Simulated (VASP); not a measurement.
**O2: relaxation of the atoms with PBEsol**

System: O2, in a box.

```
O
1.0
     9.00000    0.00000    0.00000
     0.00000    9.50000    0.00000
     0.00000    0.00000   10.00000
O
2
Direct
  0.50000 0.50000 0.43850
  0.50000 0.50000 0.56150
```

| Item | Value |
| --- | --- |
| Program | VASP 6.6.1 |
| Task | relaxation of the atoms |
| Functional | PBEsol |
| Potentials or basis | VASP PAW PBE potentials, release 64 (O) |
| Cutoff | 520 eV |
| k mesh | 1 × 1 × 1 |
| Occupations | gaussian, width 0.05 eV |
| Spin | collinear spin, ferromagnetic start |
| Starting moments | [1.0, 1.0] μB |
| Dipole correction | no |
| Further INCAR settings | ALGO = Normal; EDIFF = 1e-07; IBRION = 2; EDIFFG = -0.02; NSW = 80 |

The energy gained by relaxing is 0.1 meV/atom and the ionic steps are 3. The gap between the frontier levels is 2.26 eV, the net moment is 2.00 μB per cell and the site moments are O +0.81 μB. The valence electrons inside the program's atomic spheres are O 4.89.

The path:
```tsv
step	energy change (eV)	largest force (eV/Å)	pressure (GPa)
1	0.0000	0.2102	-0.03
2	0.0117	1.4065	0.09
3	-0.0003	0.0001	-0.01
```

Final structure:
```
CELL_PARAMETERS angstrom
9.00000 0.00000 0.00000
0.00000 9.50000 0.00000
0.00000 0.00000 10.00000
ATOMIC_POSITIONS crystal
O 0.50000 0.50000 0.43864
O 0.50000 0.50000 0.56136
```

Levels at points of the mesh, in eV from the valence-band top:
Spin up:
| k point | band 4 | band 5 | band 6 | band 7 | band 8 | band 9 | band 10 | band 11 |
| --- | --- | --- | --- | --- | --- | --- | --- | --- |
| (0.00, 0.00, 0.00) | -6.46 | -6.46 | 0.00 | 0.00 | 6.49 | 7.66 | 8.03 | 8.05 |
Spin down:
| k point | band 1 | band 2 | band 3 | band 4 | band 5 | band 6 | band 7 | band 8 | band 9 | band 10 |
| --- | --- | --- | --- | --- | --- | --- | --- | --- | --- | --- |
| (0.00, 0.00, 0.00) | -24.48 | -11.81 | -5.54 | -4.62 | -4.62 | 2.26 | 2.26 | 6.59 | 7.89 | 8.09 |

It took 2.3 min on 1 thread of AMD EPYC 9R45 96-Core Processor (Zen 5), with other jobs on the host, peak memory 1 GiB.

Caveat: the standard files for N, O and F lose accuracy on very short bonds; the PAW data sets were made with another functional, which shifts forces and pressure a little.
